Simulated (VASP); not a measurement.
# Ag (P6_3/mmc) in VASP: a series of runs

The runs below take Ag through single point, with PBEsol.

All numbers are computed with VASP 6.6.1; they aren't measurements. Logs are shortened: lines on timing, memory, paths and dates and some standing lists are left out, and cuts for length are marked.

## 1. The cell of the first run

The structure is hexagonal, space group P6_3/mmc (No. 194). Conventional cell: a = 2.629 Å, b = 2.629 Å, c = 4.336 Å, α = 90.00°, β = 90.00°, γ = 120.00°. Within 3.5 Å of Ag (site symmetry -6m2) lie 12 Ag at 2.63 to 2.65 Å.

## 2. Single point, PBEsol

INCAR reads:

```
  PREC = Accurate
  ENCUT = 520
  EDIFF = 1E-7
  ISMEAR = -1
  SIGMA = 0.1
  LREAL = F
  LASPH = T
  NELM = 80
  ALGO = Normal
  ISIF = 2
  LWAVE = F
  LCHARG = F
  GGA = PS
  NBANDS = 18
```

KPOINTS reads:

```
Automatic mesh
0
Gamma
  9 9 5
```

POSCAR reads:

```
Ag
1.0
    2.6285798152      0.0000000000      0.0000000000
   -1.3142899076      2.2764168958      0.0000000000
    0.0000000000      0.0000000000      4.3361779459
Ag
2
Direct
    0.3333333333      0.6666666667      0.2500000000
    0.6666666667      0.3333333333      0.7500000000
```

Potentials or basis: VASP PAW PBE potentials, release 64 (Ag).

Command:

```console
cat potpaw_PBE.64/Ag/POTCAR > POTCAR
mpirun -np 1 vasp_std > vasp.out
```

OUTCAR:

```text
PREC = Accurate
   ENCUT = 520
   EDIFF = 1E-7
   ISMEAR = -1
   LREAL = F
   LASPH = T
   NELM = 80
   ISIF = 2
   GGA = PS

 ion  position               nearest neighbor table
   1  0.333  0.667  0.250-   2 2.65   2 2.65   2 2.65   2 2.65   2 2.65   2 2.65
   2  0.667  0.333  0.750-   1 2.65   1 2.65   1 2.65   1 2.65   1 2.65   1 2.65

  LATTYP: Found a hexagonal cell.
 ALAT       =     2.6285798152
 C/A-ratio  =     1.6496276510

  Lattice vectors:

 A1 = (   2.6285798152,   0.0000000000,   0.0000000000)
 A2 = (  -1.3142899076,   2.2764168958,   0.0000000000)
 A3 = (   0.0000000000,   0.0000000000,   4.3361779459)

Analysis of symmetry for initial positions (statically):
=====================================================================
 Subroutine PRICEL returns:
 Original cell was already a primitive cell.

 Routine SETGRP: Setting up the symmetry group for a
 hexagonal supercell.

 Subroutine GETGRP returns: Found 24 space group operations
 (whereof 12 operations were pure point group operations)
 out of a pool of 24 trial point group operations.

The static configuration has the point symmetry D_3d.
 The point group associated with its full space group is D_6h.

Analysis of symmetry for dynamics (positions and initial velocities):
=====================================================================
 Subroutine PRICEL returns:
 Original cell was already a primitive cell.

 Routine SETGRP: Setting up the symmetry group for a
 hexagonal supercell.

 Subroutine GETGRP returns: Found 24 space group operations
 (whereof 12 operations were pure point group operations)
 out of a pool of 24 trial point group operations.

The dynamic configuration has the point symmetry D_3d.
 The point group associated with its full space group is D_6h.

 Subroutine INISYM returns: Found 24 space group operations
 (whereof 12 operations are pure point group operations),
 and found     1 'primitive' translations

----------------------------------------------------------------------------------------

                                     Primitive cell

  volume of cell :      25.9466

  direct lattice vectors                    reciprocal lattice vectors
     2.628579815  0.000000000  0.000000000     0.380433569  0.219643423  0.000000000
    -1.314289908  2.276416896  0.000000000     0.000000000  0.439286847  0.000000000
     0.000000000  0.000000000  4.336177946     0.000000000  0.000000000  0.230617842

  length of vectors
     2.628579815  2.628579815  4.336177946     0.439286847  0.439286847  0.230617842

  position of ions in fractional coordinates (direct lattice)
     0.333333333  0.666666667  0.250000000
     0.666666667  0.333333333  0.750000000

  ion indices of the primitive-cell ions
   primitive index   ion index
                 1           1
                 2           2

----------------------------------------------------------------------------------------

 KPOINTS: Automatic mesh

Automatic generation of k-mesh.
 Grid dimensions read from file:
 generate k-points for:    9    9    5

 Generating k-lattice:

  Cartesian coordinates                     Fractional coordinates (reciprocal lattice)
     0.042270397  0.024404825  0.000000000     0.111111111  0.000000000  0.000000000
     0.000000000  0.048809650  0.000000000     0.000000000  0.111111111  0.000000000
     0.000000000  0.000000000  0.046123568     0.000000000  0.000000000  0.200000000

  Length of vectors
     0.048809650  0.048809650  0.046123568

  Shift w.r.t. Gamma in fractional coordinates (k-lattice)
     0.000000000  0.000000000  0.000000000

 Subroutine IBZKPT returns following result:
 ===========================================

 Found     36 irreducible k-points:

 Following reciprocal coordinates:
            Coordinates               Weight
  0.000000  0.000000  0.000000      1.000000
  0.111111  0.000000  0.000000      6.000000
  0.222222  0.000000  0.000000      6.000000
  0.333333  0.000000  0.000000      6.000000
  0.444444  0.000000  0.000000      6.000000
  0.111111  0.111111  0.000000      6.000000
[... 16 lines left out ...]
  0.333333  0.222222  0.200000     24.000000
  0.333333  0.333333  0.200000      4.000000
 [... further k-points ...]
   k-points           NKPTS =     36   k-points in BZ     NKDIM =     36   number of bands    NBANDS=     18
   number of dos      NEDOS =    301   number of ions     NIONS =      2
   total plane-waves  NPLWV =  12800
   dimension x,y,z NGX =    20 NGY =   20 NGZ =   32
   dimension x,y,z NGXF=    40 NGYF=   40 NGZF=   64
   ions per type =               2
   NGX,Y,Z   is equivalent  to a cutoff of  12.65, 12.65, 12.27 a.u.
   NGXF,Y,Z  is equivalent  to a cutoff of  25.30, 25.30, 24.54 a.u.
 SYSTEM =  unknown system
   PREC   = accura    normal or accurate (medium, high low for compatibility)
   ISTART =      0    job   : 0-new  1-cont  2-samecut
   ICHARG =      2    charge: 1-file 2-atom 10-const
   ISPIN  =      1    spin polarized calculation?
   LNONCOLLINEAR =      F non collinear calculations
   LSORBIT =      F    spin-orbit coupling
   LASPH  =      T    aspherical Exc in radial PAW
   ENCUT  =  520.0 eV  38.22 Ry    6.18 a.u.   4.89  4.89  8.06*2*pi/ulx,y,z
   NELM   =     80;   NELMIN=  2; NELMDL= -5     # of ELM steps
   EDIFF  = 0.1E-06   stopping-criterion for ELM
   LREAL  =      F    real-space projection
   EDIFFG = 0.1E-05   stopping-criterion for IOM
   NSW    =      0    number of steps for IOM
   IBRION =     -1    ionic relax: 0-MD 1-quasi-New 2-CG
   NFREE  =      0    steps in history (QN), initial steepest desc. (CG)
   ISIF   =      2    stress and relaxation
   ISYM   =      2    0-nonsym 1-usesym 2-fastsym
   POTIM  = 0.5000    time-step for ionic-motion
   TEBEG  =    0.0;   TEEND  =   0.0 temperature during run
   PSTRESS=    0.0 pullay stress
   NELECT =      22.0000    total number of electrons
   NUPDOWN=      -1.0000    fix difference up-down
   EMIN   =  10.00;   EMAX   =-10.00  energy-range for DOS
   EFERMI =   0.00;   METHOD = LEGACY
   ISMEAR =    -1;   SIGMA  =   0.10  broadening in eV -4-tet -1-fermi 0-gaus
   EFERMI_NEDOS =   21; number of points for ismear=-14 and -15
   IALGO  =     38    algorithm
   IMIX   =      4    mixing-type and parameters
     AMIX     =   0.40;   BMIX     =  1.00
     AMIX_MAG =   1.60;   BMIX_MAG =  1.00
  volume/ion in A,a.u.               =      12.97        87.55
  Fermi-wavevector in a.u.,A,eV,Ry     =   1.549491  2.928113 32.666529  2.400922
  Thomas-Fermi vector in A             =   2.654290
   LORBIT       =      0    0 simple, 1 ext, 2 COOP (PROOUT), +10 PAW based schemes
   GGA     = PS    functional components
   LHFCALC =     F    Hartree Fock is set to
   AEXX    =    0.0000 exact exchange contribution
   IVDW    =     0    specifies the selected vdW correction
   LEPSILON=     F    determine dielectric tensor
   LRPA    =     F    only Hartree local field effects (RPA)
 non-spin polarized calculation
  energy-cutoff  :      520.00
  volume of cell :       25.95
 maximum number of plane-waves:       713
 NGX is ok and might be reduce to    20
   NGX =  9   NGY =  9   NGZ = 17

 number of electron      22.0000004 magnetization

 Free energy of the ion-electron system (eV)
  ---------------------------------------------------
  ext. energy  EPLUGINS =         0.00000000
  ---------------------------------------------------
  free energy    TOTEN  =        -5.62262194 eV

  energy without entropy =       -5.61577799  energy(sigma->0) =       -5.61919996

 E-fermi :  12.8867     XC(G=0): -14.1182

 val. band max:       12.8202219406   @ k =   0.1111   0.1111   0.2000
 cond. band min:      12.9011857152   @ k =   0.1111   0.0000   0.0000
 fundamental gap:      0.0809637746
 Fermi energy:        12.8866584562

 k-point     1 :       0.0000    0.0000    0.0000
  band No.  band energies     occupation
      1       2.5855      2.00000
      2       4.1762      2.00000
      3       6.5878      2.00000
      4       6.7840      2.00000
      5       6.7840      2.00000
      6       7.1699      2.00000
[... 10 lines left out ...]
     17      34.5476      0.00000
     18      34.5476      0.00000

 k-point     2 :       0.1111    0.0000    0.0000
  band No.  band energies     occupation
      1       3.0124      2.00000
      2       4.4554      2.00000
      3       6.3374      2.00000
      4       6.9577      2.00000
      5       7.0684      2.00000
      6       7.1101      2.00000
[... 10 lines left out ...]
     17      32.2273      0.00000
     18      33.4304      0.00000

 k-point     3 :       0.2222    0.0000    0.0000
  band No.  band energies     occupation
      1       4.0557      2.00000
      2       4.8682      2.00000
      3       6.1666      2.00000
      4       6.3273      2.00000
      5       6.7948      2.00000
      6       7.2757      2.00000
[... 10 lines left out ...]
     17      31.0492      0.00000
     18      31.8401      0.00000

 k-point     4 :       0.3333    0.0000    0.0000
  band No.  band energies     occupation
      1       4.5179      2.00000
      2       4.8264      2.00000
      3       5.3171      2.00000
      4       6.9251      2.00000
      5       6.9407      2.00000
      6       7.0356      2.00000
[... 10 lines left out ...]
     17      29.1278      0.00000
     18      30.8013      0.00000

 k-point     5 :       0.4444    0.0000    0.0000
  band No.  band energies     occupation
      1       4.2451      2.00000
      2       4.7818      2.00000
      3       4.7907      2.00000
      4       6.7198      2.00000
      5       7.0958      2.00000
      6       7.3822      2.00000
[... 10 lines left out ...]
     17      25.4757      0.00000
     18      29.7212      0.00000

 k-point     6 :       0.1111    0.1111    0.0000
  band No.  band energies     occupation
      1       3.7814      2.00000
      2       4.8834      2.00000
      3       5.9981      2.00000
      4       6.7422      2.00000
      5       6.8874      2.00000
      6       7.1803      2.00000
[... 10 lines left out ...]
     17      31.8078      0.00000
     18      32.7185      0.00000

 k-point     7 :       0.2222    0.1111    0.0000
  band No.  band energies     occupation
      1       4.8019      2.00000
      2       5.0488      2.00000
      3       5.7091      2.00000
      4       6.0376      2.00000
      5       6.8101      2.00000
      6       6.9011      2.00000
[... 10 lines left out ...]
     17      31.1704      0.00000
     18      31.2690      0.00000

 k-point     8 :       0.3333    0.1111    0.0000
  band No.  band energies     occupation
      1       4.6370      2.00000
      2       4.9963      2.00000
      3       5.0635      2.00000
      4       6.6365      2.00000
      5       7.0229      2.00000
      6       7.2157      2.00000
[... 10 lines left out ...]
     17      27.3196      0.00000
     18      29.6665      0.00000
[... 229 lines left out ...]
     17      29.9583      0.00000
     18      32.3873      0.00000

 k-point    20 :       0.3333    0.1111    0.2000
  band No.  band energies     occupation
      1       4.5364      2.00000
      2       4.8059      2.00000
      3       5.6715      2.00000
      4       5.9465      2.00000
      5       6.7771      2.00000
      6       7.4746      2.00000
[... 10 lines left out ...]
     17      28.4952      0.00000
     18      29.7981      0.00000

 k-point    21 :       0.4444    0.1111    0.2000
  band No.  band energies     occupation
      1       4.3814      2.00000
      2       4.6042      2.00000
      3       5.5918      2.00000
      4       5.9946      2.00000
      5       6.6143      2.00000
      6       7.7576      2.00000
[... 10 lines left out ...]
     17      26.6119      0.00000
     18      28.6761      0.00000

 k-point    22 :       0.2222    0.2222    0.2000
  band No.  band energies     occupation
      1       5.0298      2.00000
      2       5.3155      2.00000
      3       5.5954      2.00000
      4       5.8337      2.00000
      5       6.9709      2.00000
      6       7.0462      2.00000
[... 10 lines left out ...]
     17      27.0273      0.00000
     18      31.4985      0.00000

 k-point    23 :       0.3333    0.2222    0.2000
  band No.  band energies     occupation
      1       4.8014      2.00000
      2       5.3030      2.00000
      3       5.6959      2.00000
      4       5.9577      2.00000
      5       6.5508      2.00000
      6       7.3234      2.00000
[... 10 lines left out ...]
     17      26.3046      0.00000
     18      28.5982      0.00000

 k-point    24 :       0.3333    0.3333    0.2000
  band No.  band energies     occupation
      1       5.0320      2.00000
      2       5.5684      2.00000
      3       5.5684      2.00000
      4       6.1856      2.00000
      5       6.6990      2.00000
      6       6.6990      2.00000
[... 10 lines left out ...]
     17      28.1203      0.00000
     18      28.4768      0.00000

 [... further k-points ...]

------------------------ aborting loop because EDIFF is reached ----------------------------------------

  FORCE on cell =-STRESS in cart. coord.  units (eV):
  Direction    XX          YY          ZZ          XY          YZ          ZX
  --------------------------------------------------------------------------------------
  -------------------------------------------------------------------------------------
  Total        9.5963464      9.5963464      9.5975120      0.0000000     -0.0000000      0.0000000
  in kB      592.5655937    592.5655936    592.6375690      0.0000000     -0.0000000      0.0000000
  external PRESSURE =     592.5895854 kB  Pullay stress =       0.0000000 kB

 VOLUME and BASIS-vectors are now :
 -----------------------------------------------------------------------------
  energy-cutoff  :      520.00
  volume of cell :       25.95
      direct lattice vectors                 reciprocal lattice vectors
     2.628579815  0.000000000  0.000000000     0.380433569  0.219643423  0.000000000
    -1.314289908  2.276416896  0.000000000     0.000000000  0.439286847  0.000000000
     0.000000000  0.000000000  4.336177946     0.000000000  0.000000000  0.230617842

 POSITION                                       TOTAL-FORCE (eV/Angst)
 -----------------------------------------------------------------------------------
     -0.00000      1.51761      1.08404        -0.000000      0.000000      0.000000
      1.31429      0.75881      3.25213         0.000000      0.000000      0.000000
 -----------------------------------------------------------------------------------
    total drift:                                0.000000     -0.000000      0.000000

  FREE ENERGIE OF THE ION-ELECTRON SYSTEM (eV)
  ---------------------------------------------------
  free  energy   TOTEN  =        -5.6226219419 eV

  energy  without entropy=       -5.6157779868  energy(sigma->0) =       -5.61919996
```

Run time: 23 s. Hardware: 1 thread of Intel Xeon 8259CL, shared host; peak memory 0.14 GiB.

What came out:

* Free energy: -5.6226 eV
* Pressure: 59.3 GPa
* Band gap on the k mesh: zero (band 11 reaches 17.61 eV, above the bottom of band 12 at 9.10 eV)

Caveat: the PAW data sets were made with another functional, which shifts forces and pressure a little.

## 3. Single point, PBEsol

This run uses another cell than the first one, of 13.71 Å³/atom, 1.057 times its volume.

INCAR reads:

```
  ALGO = Normal
  EDIFF = 1E-6
  ENCUT = 520
  GGA = PS
  ISIF = 2
  ISMEAR = -1
  LASPH = T
  LCHARG = F
  LREAL = F
  LWAVE = F
  NBANDS = 18
  NELM = 100
  PREC = Accurate
  SIGMA = 0.1
```

KPOINTS reads:

```
k-points
0
Gamma
  9 9 5
```

POSCAR reads:

```
Ag
1.0
    2.6772360076      0.0000000000      0.0000000000
   -1.3386180038      2.3185543945      0.0000000000
    0.0000000000      0.0000000000      4.4182548921
Ag
2
Direct
    0.3333333333      0.6666666667      0.2500000000
    0.6666666667      0.3333333333      0.7500000000
```

Potentials or basis: VASP PAW PBE potentials, release 64 (Ag).

Command:

```console
cat potpaw_PBE.64/Ag/POTCAR > POTCAR
mpirun -np 1 vasp_std > vasp.out
```

Run time: 22 s. Hardware: 1 thread of Intel Xeon 8259CL, shared host; peak memory 0.15 GiB.

It converged, with:

* Free energy: -6.0746 eV
* Pressure: 39.4 GPa
* Band gap on the k mesh: zero (band 11 reaches 16.36 eV, above the bottom of band 12 at 8.16 eV)

Levels at points of the mesh, in eV from the Fermi level:
| k point | band 7 | band 8 | band 9 | band 10 | band 11 | band 12 | band 13 | band 14 | band 15 | band 16 |
| --- | --- | --- | --- | --- | --- | --- | --- | --- | --- | --- |
| (0.00, 0.00, 0.00) | -5.42 | -4.84 | -4.84 | -3.40 | -3.40 | -1.36 | 4.65 | 15.95 | 17.87 | 18.56 |

Caveat: the PAW data sets were made with another functional, which shifts forces and pressure a little.
